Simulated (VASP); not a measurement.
AlN, 4 atoms in the cell. Symmetry: P6_3/mmc, No. 194, hexagonal system. The conventional cell has a = 3.267 Å, b = 3.267 Å, c = 4.131 Å, α = 90.00°, β = 90.00°, γ = 120.00°. Within 2.5 Å of Al (site symmetry -6m2) lie 5 N at 1.89 to 2.07 Å. Within 2.5 Å of N (site symmetry -6m2) lie 5 Al at 1.89 to 2.07 Å. 

| Property | Result |
| --- | --- |
| Program | VASP 6.6.1 |
| Task | single point |
| Functional | r2SCAN |
| Potentials or basis | VASP PAW PBE potentials, release 64 (Al, N) |
| Cutoff | 520 eV |
| k mesh | 12 × 12 × 6 |
| Occupations | gaussian, width 0.01 eV |
| Spin | no spin polarisation |
| Dipole correction | no |
| Further INCAR settings | ALGO = Normal; EDIFF = 1e-06; NBANDS = 16 |

Potentials or basis: VASP PAW PBE potentials, release 64 (Al, N).

Run with:

```console
$ cat potpaw_PBE.64/Al/POTCAR potpaw_PBE.64/N/POTCAR > POTCAR
$ cp INCAR.step1 INCAR
$ mpirun -np 1 vasp_std > vasp.out
$ cp INCAR.step2 INCAR
$ mpirun -np 1 vasp_std > vasp.out
```

Hardware: 1 thread of AMD EPYC 7R43 64-Core Processor (Zen 3), on a shared host.

How long does it take, and how much memory?

Run time: 2.5 min on 1 thread of AMD EPYC 7R43 64-Core Processor (Zen 3) (shared host), peak memory 0.14 GiB. Counts: k points 76.
